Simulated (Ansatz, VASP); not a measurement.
## Two plane-wave programs on MgZnS

```xyz
12
Lattice="3.6154 0.0001 -0.0006 -0.0002 7.3086 0.0007 -0.0006 0.0008 8.1739" Properties=species:S:1:pos:R:3 pbc="T T T"
Mg    1.8070    0.0009    6.7735
Mg    1.8069    3.6553    6.7740
Mg   -0.0001    1.8271    1.4015
Mg    3.6151    5.4815    1.4012
Zn   -0.0003    1.8275    4.3823
Zn   -0.0005    5.4818    4.3826
Zn    1.8073    3.6548    3.7916
Zn    1.8074    0.0004    3.7913
S    -0.0007    1.8281    6.8718
S     3.6145    5.4824    6.8715
S     1.8077    0.0000    1.3012
S     1.8076    3.6542    1.3016
```

Change from the starting cell: cell x2, atoms moved at random (sigma 0.1 Å) and cell strained at random (1.5 %), then relaxed without symmetry.

Alike in both runs: functional PBE; k mesh 6 × 4 × 4; occupations gaussian, width 0.2 eV; no spin polarisation.

Ansatz relaxed the structure, and its values are those at the end. VASP's run is a single point on that final structure, the one shown.

|  | VASP | Ansatz |
| --- | --- | --- |
| version | VASP 6.6.1 | Ansatz 0.2.0 |
| potentials or method | VASP PAW PBE potentials, release 64 (Mg, Zn, S), cutoff 520 eV | scalar-relativistic, plane waves, PAW |
| valence electrons in the cell | 80 | 112 |

Ansatz gave:

```
gap on the k mesh at the Fermi level (eV) : none
pressure (GPa)                            : 0.0
rms of the force components (eV/Å)        : 0.003
```

Q: What did VASP give for the same quantities?

A: gap on the k mesh at the Fermi level (eV): none; pressure (GPa): -0.1; rms of the force components (eV/Å): 0.004.

A gap of «none» marks a metal or a gap that the smearing closes. VASP's potentials hold 80 valence electrons a cell and Ansatz's 112, so a difference there can come from the potentials and not from the codes.
